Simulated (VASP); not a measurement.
# PHI3 (P6_3) in VASP: single point with r2SCAN

Aim: the single point of PHI3 with r2SCAN.

Everything below comes from runs of VASP 6.6.1. Logs are shortened: lines on timing, memory, paths and dates and some standing lists are left out, and cuts for length are marked.

## 1. The cell of the first run

Symmetry: P6_3, No. 173, hexagonal system. The conventional cell has a = 6.737 Å, b = 6.737 Å, c = 6.647 Å, α = 90.00°, β = 90.00°, γ = 120.00°. I (site symmetry 1) has 1 P at 2.51 Å and 2 H at 2.83 to 2.90 Å within 3.3 Å. P (site symmetry 3) has 1 H at 1.41 Å within 1.9 Å. H (site symmetry 3) has 1 P at 1.41 Å within 1.9 Å.

## 2. Single point, r2SCAN

The input, POSCAR:

```
PHI3
1.0
    3.3683177738      5.8340975202      0.0000000000
   -3.3683177738      5.8340975202      0.0000000000
    0.0000000000      0.0000000000      6.6465229972
I P H
6 2 2
Direct
    0.2939512258      0.6657492652      0.0220418068
    0.3342507348     -0.0402995089      0.5220418068
    1.0402995089      0.2939512258      0.0220418068
    0.7060487742      0.3342507348      0.5220418068
    0.6657492652      1.0402995089      0.0220418068
   -0.0402995089      0.7060487742      0.5220418068
    0.6666666667      0.6666666667      0.0286659998
    0.3333333333      0.3333333333      0.5286659998
    0.6666666667      0.6666666667      0.2402085798
    0.3333333333      0.3333333333      0.7402085798
```

The input, INCAR.step1:

```
SYSTEM = PHI3
ALGO = Normal
EDIFF = 1E-4
ENCUT = 520
GGA = PE
ISMEAR = -1
LASPH = .TRUE.
LCHARG = .FALSE.
LREAL = .FALSE.
LWAVE = .TRUE.
NBANDS = 38
NELM = 100
PREC = Accurate
SIGMA = 0.1
```

The input, INCAR.step2:

```
SYSTEM = PHI3
ALGO = Normal
EDIFF = 1E-7
ENCUT = 520
ISIF = 2
ISMEAR = -1
ISTART = 1
LASPH = .TRUE.
LCHARG = .FALSE.
LMIXTAU = .TRUE.
LREAL = .FALSE.
LWAVE = .FALSE.
METAGGA = R2SCAN
NBANDS = 38
NELM = 100
PREC = Accurate
SIGMA = 0.1
```

The input, KPOINTS:

```
k-points
0
G
  5 5 4
  0 0 0
```

Potentials or basis: VASP PAW PBE potentials, release 64 (I, P, H).

The run is started by

```
cat potpaw_PBE.64/I/POTCAR potpaw_PBE.64/P/POTCAR potpaw_PBE.64/H/POTCAR > POTCAR
cp INCAR.step1 INCAR
mpirun -np 1 vasp_std > vasp.out
cp INCAR.step2 INCAR
mpirun -np 1 vasp_std > vasp.out
```

OUTCAR:

```text
SYSTEM = PHI3
   EDIFF = 1E-7
   ENCUT = 520
   ISIF = 2
   ISMEAR = -1
   ISTART = 1
   LASPH = .TRUE.
   LREAL = .FALSE.
   METAGGA = R2SCAN
   NELM = 100
   PREC = Accurate

 ion  position               nearest neighbor table
   1  0.294  0.666  0.022-   7 2.51
   2  0.334  0.960  0.522-   8 2.51
   3  0.040  0.294  0.022-   7 2.51
   4  0.706  0.334  0.522-   8 2.51
   5  0.666  0.040  0.022-   7 2.51
   6  0.960  0.706  0.522-   8 2.51
   7  0.667  0.667  0.029-   9 1.41   5 2.51   3 2.51   1 2.51
   8  0.333  0.333  0.529-  10 1.41   2 2.51   6 2.51   4 2.51
   9  0.667  0.667  0.240-   7 1.41
  10  0.333  0.333  0.740-   8 1.41

  LATTYP: Found a hexagonal cell.
 ALAT       =     6.7366355475
 C/A-ratio  =     0.9866235082

  Lattice vectors:

 A1 = (   3.3683177738,  -5.8340975202,   0.0000000000)
 A2 = (   3.3683177738,   5.8340975202,   0.0000000000)
 A3 = (   0.0000000000,   0.0000000000,   6.6465229972)

Analysis of symmetry for initial positions (statically):
=====================================================================
 Subroutine PRICEL returns:
 Original cell was already a primitive cell.

 Routine SETGRP: Setting up the symmetry group for a
 hexagonal supercell.

 Subroutine GETGRP returns: Found  6 space group operations
 (whereof  3 operations were pure point group operations)
 out of a pool of 24 trial point group operations.

The static configuration has the point symmetry C_3 .
 The point group associated with its full space group is C_6 .

Analysis of symmetry for dynamics (positions and initial velocities):
=====================================================================
 Subroutine PRICEL returns:
 Original cell was already a primitive cell.

 Routine SETGRP: Setting up the symmetry group for a
 hexagonal supercell.

 Subroutine GETGRP returns: Found  6 space group operations
 (whereof  3 operations were pure point group operations)
 out of a pool of 24 trial point group operations.

The dynamic configuration has the point symmetry C_3 .
 The point group associated with its full space group is C_6 .

 Subroutine INISYM returns: Found  6 space group operations
 (whereof  3 operations are pure point group operations),
 and found     1 'primitive' translations

----------------------------------------------------------------------------------------

                                     Primitive cell

  volume of cell :     261.2229

  direct lattice vectors                    reciprocal lattice vectors
     3.368317774  5.834097520  0.000000000     0.148442051  0.085703058  0.000000000
    -3.368317774  5.834097520  0.000000000    -0.148442051  0.085703058  0.000000000
     0.000000000  0.000000000  6.646522997     0.000000000  0.000000000  0.150454606

  length of vectors
     6.736635548  6.736635548  6.646522997     0.171406117  0.171406117  0.150454606

  position of ions in fractional coordinates (direct lattice)
     0.293951226  0.665749265  0.022041807
     0.334250735  0.959700491  0.522041807
     0.040299509  0.293951226  0.022041807
     0.706048774  0.334250735  0.522041807
     0.665749265  0.040299509  0.022041807
     0.959700491  0.706048774  0.522041807
     0.666666667  0.666666667  0.028666000
     0.333333333  0.333333333  0.528666000
     0.666666667  0.666666667  0.240208580
     0.333333333  0.333333333  0.740208580

  ion indices of the primitive-cell ions
   primitive index   ion index
                 1           1
                 2           2
                 3           3
                 4           4
                 5           5
                 6           6
                 7           7
                 8           8
                 9           9
                10          10

----------------------------------------------------------------------------------------

 KPOINTS: k-points

Automatic generation of k-mesh.
 Grid dimensions read from file:
 generate k-points for:    5    5    4

 Generating k-lattice:

  Cartesian coordinates                     Fractional coordinates (reciprocal lattice)
     0.029688410  0.017140612  0.000000000     0.200000000  0.000000000  0.000000000
    -0.029688410  0.017140612  0.000000000     0.000000000  0.200000000  0.000000000
     0.000000000  0.000000000  0.037613652     0.000000000  0.000000000  0.250000000

  Length of vectors
     0.034281223  0.034281223  0.037613652

  Shift w.r.t. Gamma in fractional coordinates (k-lattice)
     0.000000000  0.000000000  0.000000000

 Subroutine IBZKPT returns following result:
 ===========================================

 Found     15 irreducible k-points:

 Following reciprocal coordinates:
            Coordinates               Weight
  0.000000  0.000000  0.000000      1.000000
  0.200000  0.000000  0.000000      6.000000
  0.400000  0.000000  0.000000      6.000000
  0.400000  0.200000  0.000000      6.000000
 -0.400000  0.200000  0.000000      6.000000
  0.000000  0.000000  0.250000      2.000000
  0.200000  0.000000  0.250000     12.000000
  0.400000  0.000000  0.250000     12.000000
  0.400000  0.200000  0.250000     12.000000
 -0.400000  0.200000  0.250000     12.000000
  0.000000  0.000000  0.500000      1.000000
  0.200000  0.000000  0.500000      6.000000
  0.400000  0.000000  0.500000      6.000000
  0.400000  0.200000  0.500000      6.000000
 -0.400000  0.200000  0.500000      6.000000
   k-points           NKPTS =     15   k-points in BZ     NKDIM =     15   number of bands    NBANDS=     38
   number of dos      NEDOS =    301   number of ions     NIONS =     10
   total plane-waves  NPLWV = 125000
   dimension x,y,z NGX =    50 NGY =   50 NGZ =   50
   dimension x,y,z NGXF=   100 NGYF=  100 NGZF=  100
   ions per type =               6   2   2
   NGX,Y,Z   is equivalent  to a cutoff of  12.34, 12.34, 12.51 a.u.
   NGXF,Y,Z  is equivalent  to a cutoff of  24.68, 24.68, 25.01 a.u.
 SYSTEM =  PHI3
   PREC   = accura    normal or accurate (medium, high low for compatibility)
   ISTART =      1    job   : 0-new  1-cont  2-samecut
   ICHARG =      0    charge: 1-file 2-atom 10-const
   ISPIN  =      1    spin polarized calculation?
   LNONCOLLINEAR =      F non collinear calculations
   LSORBIT =      F    spin-orbit coupling
   LASPH  =      T    aspherical Exc in radial PAW
   ENCUT  =  520.0 eV  38.22 Ry    6.18 a.u.  12.53 12.53 12.36*2*pi/ulx,y,z
   NELM   =    100;   NELMIN=  2; NELMDL=  0     # of ELM steps
   EDIFF  = 0.1E-06   stopping-criterion for ELM
   LREAL  =      F    real-space projection
   EDIFFG = 0.1E-05   stopping-criterion for IOM
   NSW    =      0    number of steps for IOM
   IBRION =     -1    ionic relax: 0-MD 1-quasi-New 2-CG
   NFREE  =      0    steps in history (QN), initial steepest desc. (CG)
   ISIF   =      2    stress and relaxation
   ISYM   =      2    0-nonsym 1-usesym 2-fastsym
   POTIM  = 0.5000    time-step for ionic-motion
   TEBEG  =    0.0;   TEEND  =   0.0 temperature during run
   PSTRESS=    0.0 pullay stress
   NELECT =      54.0000    total number of electrons
   NUPDOWN=      -1.0000    fix difference up-down
   EMIN   =  10.00;   EMAX   =-10.00  energy-range for DOS
   EFERMI =   0.00;   METHOD = LEGACY
   ISMEAR =    -1;   SIGMA  =   0.10  broadening in eV -4-tet -1-fermi 0-gaus
   EFERMI_NEDOS =   21; number of points for ismear=-14 and -15
   IALGO  =     38    algorithm
   IMIX   =      4    mixing-type and parameters
     AMIX     =   0.40;   BMIX     =  1.00
     AMIX_MAG =   1.60;   BMIX_MAG =  1.00
  volume/ion in A,a.u.               =      26.12       176.28
  Fermi-wavevector in a.u.,A,eV,Ry     =   0.967986  1.829228 12.748612  0.936997
  Thomas-Fermi vector in A             =   2.097917
   LORBIT       =      0    0 simple, 1 ext, 2 COOP (PROOUT), +10 PAW based schemes
   METAGGA = R2SCAN    functional components
   LHFCALC =     F    Hartree Fock is set to
   AEXX    =    0.0000 exact exchange contribution
   IVDW    =     0    specifies the selected vdW correction
   LEPSILON=     F    determine dielectric tensor
   LRPA    =     F    only Hartree local field effects (RPA)
 non-spin polarized calculation
  energy-cutoff  :      520.00
  volume of cell :      261.22
 maximum number of plane-waves:      7064
 NGX is ok and might be reduce to    50
   NGX = 25   NGY = 25   NGZ = 25

 number of electron      54.0000002 magnetization

 Free energy of the ion-electron system (eV)
  ---------------------------------------------------
  ext. energy  EPLUGINS =         0.00000000
  ---------------------------------------------------
  free energy    TOTEN  =      -171.15513745 eV

  energy without entropy =     -170.99233616  energy(sigma->0) =     -171.07373681

 E-fermi :   4.7006     XC(G=0):  -9.4052

 val. band max:        4.6982243635   @ k =   0.0000   0.0000   0.0000
 cond. band min:       4.7125817882   @ k =   0.4000   0.0000   0.0000
 fundamental gap:      0.0143574246
 Fermi energy:         4.7005862092

 k-point     1 :       0.0000    0.0000    0.0000
  band No.  band energies     occupation
      1     -10.4945      2.00000
      2      -9.7131      2.00000
      3      -8.3518      2.00000
      4      -8.3518      2.00000
      5      -8.2900      2.00000
      6      -8.2900      2.00000
[... 30 lines left out ...]
     37      11.6521      0.00000
     38      12.0116      0.00000

 k-point     2 :       0.2000    0.0000    0.0000
  band No.  band energies     occupation
      1     -10.3829      2.00000
      2      -9.6665      2.00000
      3      -8.5958      2.00000
      4      -8.4889      2.00000
      5      -8.3517      2.00000
      6      -8.2850      2.00000
[... 30 lines left out ...]
     37      11.4034      0.00000
     38      11.5071      0.00000

 k-point     3 :       0.4000    0.0000    0.0000
  band No.  band energies     occupation
      1     -10.0960      2.00000
      2      -9.6814      2.00000
      3      -8.8846      2.00000
      4      -8.6530      2.00000
      5      -8.5021      2.00000
      6      -8.3578      2.00000
[... 30 lines left out ...]
     37      10.8310      0.00000
     38      11.2202      0.00000

 k-point     4 :       0.4000    0.2000    0.0000
  band No.  band energies     occupation
      1     -10.1787      2.00000
      2      -9.6420      2.00000
      3      -8.7808      2.00000
      4      -8.7096      2.00000
      5      -8.4616      2.00000
      6      -8.3360      2.00000
[... 30 lines left out ...]
     37      11.3102      0.00000
     38      11.4033      0.00000
[... 334 lines left out ...]
      4      -8.8007      2.00000
      5      -8.4743      2.00000
      6      -8.4743      2.00000
[... 30 lines left out ...]
     37      11.2279      0.00000
     38      11.2279      0.00000

 k-point    14 :       0.4000    0.2000    0.5000
  band No.  band energies     occupation
      1      -9.8977      2.00000
      2      -9.8977      2.00000
      3      -8.6798      2.00000
      4      -8.6798      2.00000
      5      -8.5150      2.00000
      6      -8.5150      2.00000
[... 30 lines left out ...]
     37      11.3261      0.00000
     38      11.3261      0.00000

 k-point    15 :      -0.4000    0.2000    0.5000
  band No.  band energies     occupation
      1      -9.7738      2.00000
      2      -9.7738      2.00000
      3      -8.8184      2.00000
      4      -8.8184      2.00000
      5      -8.6097      2.00000
      6      -8.6097      2.00000
[... 30 lines left out ...]
     37      11.6796      0.00000
     38      11.6796      0.00000

------------------------ aborting loop because EDIFF is reached ----------------------------------------

  FORCE on cell =-STRESS in cart. coord.  units (eV):
  Direction    XX          YY          ZZ          XY          YZ          ZX
  --------------------------------------------------------------------------------------
  -------------------------------------------------------------------------------------
  Total        7.9214845      7.9214845      7.8551208     -0.0000008     -0.0000000      0.0000000
  in kB       48.5854142     48.5854142     48.1783810     -0.0000047     -0.0000000      0.0000000
  external PRESSURE =      48.4497365 kB  Pullay stress =       0.0000000 kB

 VOLUME and BASIS-vectors are now :
 -----------------------------------------------------------------------------
  energy-cutoff  :      520.00
  volume of cell :      261.22
      direct lattice vectors                 reciprocal lattice vectors
     3.368317774  5.834097520  0.000000000     0.148442051  0.085703058  0.000000000
    -3.368317774  5.834097520  0.000000000    -0.148442051  0.085703058  0.000000000
     0.000000000  0.000000000  6.646522997     0.000000000  0.000000000  0.150454606

 POSITION                                       TOTAL-FORCE (eV/Angst)
 -----------------------------------------------------------------------------------
     -1.25233      5.59899      0.14650         0.007866      0.012261     -0.002933
     -2.10671      7.54904      3.46976        -0.006686      0.012943     -0.002933
     -0.85438      1.95005      0.14650        -0.014551      0.000681     -0.002933
      1.25233      6.06921      3.46976        -0.007866     -0.012261     -0.002933
      2.10671      4.11916      0.14650         0.006686     -0.012943     -0.002933
      0.85438      9.71814      3.46976         0.014551     -0.000681     -0.002933
      0.00000      7.77880      0.19053        -0.000000      0.000000      0.080433
      0.00000      3.88940      3.51379        -0.000000      0.000000      0.080433
      0.00000      7.77880      1.59655        -0.000000      0.000000     -0.071634
      0.00000      3.88940      4.91981        -0.000000      0.000000     -0.071634
 -----------------------------------------------------------------------------------
    total drift:                                0.000000      0.000000     -0.000669

  FREE ENERGIE OF THE ION-ELECTRON SYSTEM (eV)
  ---------------------------------------------------
  free  energy   TOTEN  =      -171.1551374534 eV

  energy  without entropy=     -170.9923361576  energy(sigma->0) =     -171.07373681
```

Wall time 9.8 min (1 thread of Intel Xeon Platinum 8259CL at 2.50GHz (Skylake/Cascade Lake), shared host); peak memory 0.46 GiB.

What came out:

* Free energy: -171.1551 eV
* Pressure: 4.8 GPa
* Largest force: 0.080 eV/Å
* Band gap on the k mesh: zero (bands 27 and 28 overlap by 0.73 eV)

Forces in eV/Å, atoms in the order of the input:
```
I    0.008  0.012 -0.003
I   -0.007  0.013 -0.003
I   -0.015  0.001 -0.003
I   -0.008 -0.012 -0.003
I    0.007 -0.013 -0.003
I    0.015 -0.001 -0.003
P    0.000  0.000  0.080
P    0.000  0.000  0.080
H    0.000  0.000 -0.072
H    0.000  0.000 -0.072
```

Levels at points of the mesh, in eV from the Fermi level:
```csv
k point,band 23,band 24,band 25,band 26,band 27,band 28,band 29,band 30,band 31,band 32
"(0.00, 0.00, 0.00)",-1.20,-1.04,-1.04,-0.96,0.00,0.09,2.57,2.57,2.58,2.58
"(0.00, 0.00, 0.50)",-0.93,-0.93,-0.91,-0.91,0.15,0.15,2.51,2.51,2.53,2.53
```

Caveat: the cell stands under pressure; the PAW data sets were made with another functional, which shifts forces and pressure a little; spin-orbit coupling is left out, which moves the levels of the heavy elements.
